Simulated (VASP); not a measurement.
## BeTe (zincblende type): single point with PBE

BeTe (zincblende type):

```
CELL_PARAMETERS angstrom
0.00000 2.62925 2.62925
2.62925 0.00000 2.62925
2.62925 2.62925 0.00000
ATOMIC_POSITIONS crystal
Be 0.00000 0.00000 0.00000
Te 0.25000 0.25000 0.25000
```

This cell differs from its parent crystal: volume scaled by 0.8.

```yaml
Program: VASP 6.6.1
Task: single point
Functional: PBE
Potentials_or_basis: VASP PAW PBE potentials, release 64 (Be, Te)
Cutoff: 520 eV
k_mesh: 13 × 13 × 13
Occupations: fermi-dirac, width 0.1 eV
Spin: no spin polarisation
```

```json
{
  "Pressure": "19.9 GPa",
  "Band gap on the k mesh": "1.41 eV, indirect (least direct gap 3.36 eV)"
}
```

Levels at points of the mesh, in eV from the valence-band top:
```
           k point  band 1  band 2  band 3  band 4  band 5  band 6  band 7  band 8  band 9
(0.00, 0.00, 0.00)  -13.86    0.00    0.00    0.00    3.36    3.36    3.36    5.46    8.55
```

It took 28 s on 1 thread of Intel(R) Xeon(R) Platinum 8259CL CPU @ 2.50GHz (Skylake/Cascade Lake), on a shared host, peak memory 0.18 GiB.

Caveat: spin-orbit coupling is left out, which moves the levels of the heavy elements. A k mesh can miss the band edges.
